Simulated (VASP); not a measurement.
A run of VASP 6.6.1 is set up as follows.

Contents of POSCAR:

```
CdS
1.0
    0.0000000000      2.9165000000      2.9165000000
    2.9165000000      0.0000000000      2.9165000000
    2.9165000000      2.9165000000      0.0000000000
Cd S
1 1
Direct
    0.0000000000      0.0000000000      0.0000000000
    0.7500000000      0.7500000000      0.7500000000
```

The input INCAR.step1:

```
SYSTEM = CdS
PREC     = Accurate       ! precision mode
ENCUT    = 520            ! plane-wave cutoff, eV
EDIFF    = 1E-5           ! SCF threshold, eV
ISMEAR   = -1             ! smearing method
SIGMA    = 0.05           ! smearing width, eV
LREAL    = .FALSE.        ! projectors in reciprocal space
LASPH    = .TRUE.         ! aspherical terms in the spheres
NELM     = 80             ! most SCF steps
ALGO     = Normal         ! electronic algorithm
ISIF     = 2              ! what is computed and relaxed
LWAVE    = .TRUE.         ! write WAVECAR
LCHARG   = .FALSE.        ! write CHGCAR
NBANDS   = 16             ! bands
GGA      = PE             ! functional
```

File INCAR.step2:

```
SYSTEM = CdS
PREC     = Accurate       ! precision mode
ENCUT    = 520            ! plane-wave cutoff, eV
EDIFF    = 1E-6           ! SCF threshold, eV
ISMEAR   = -1             ! smearing method
SIGMA    = 0.05           ! smearing width, eV
LREAL    = .FALSE.        ! projectors in reciprocal space
LASPH    = .TRUE.         ! aspherical terms in the spheres
NELM     = 80             ! most SCF steps
ALGO     = Normal         ! electronic algorithm
ISIF     = 2              ! what is computed and relaxed
LWAVE    = .FALSE.        ! write WAVECAR
LCHARG   = .FALSE.        ! write CHGCAR
GGA      = PE             ! functional
LHFCALC  = .TRUE.         ! exact exchange
AEXX     = 0.25           ! exact-exchange fraction
PRECFOCK = Normal       
NBANDS   = 16             ! bands
ISTART   = 1
```

File KPOINTS:

```
regular mesh
0
G
  6 6 6
  0 0 0
```

Potentials or basis: VASP PAW PBE potentials, release 64 (Cd, S).

Run with:

```bash
$ cat potpaw_PBE.64/Cd/POTCAR potpaw_PBE.64/S/POTCAR > POTCAR
$ cp INCAR.step1 INCAR
$ mpirun -np 1 vasp_std > vasp.out
$ cp INCAR.step2 INCAR
$ mpirun -np 1 vasp_std > vasp.out
```

(1) Estimate the band gap on the k mesh.

(2) Estimate the pressure.

Answers

(1) 2.83 eV, direct.

(2) 1.8 GPa.

Caveat: the PAW data sets were made with another functional, which shifts forces and pressure a little.
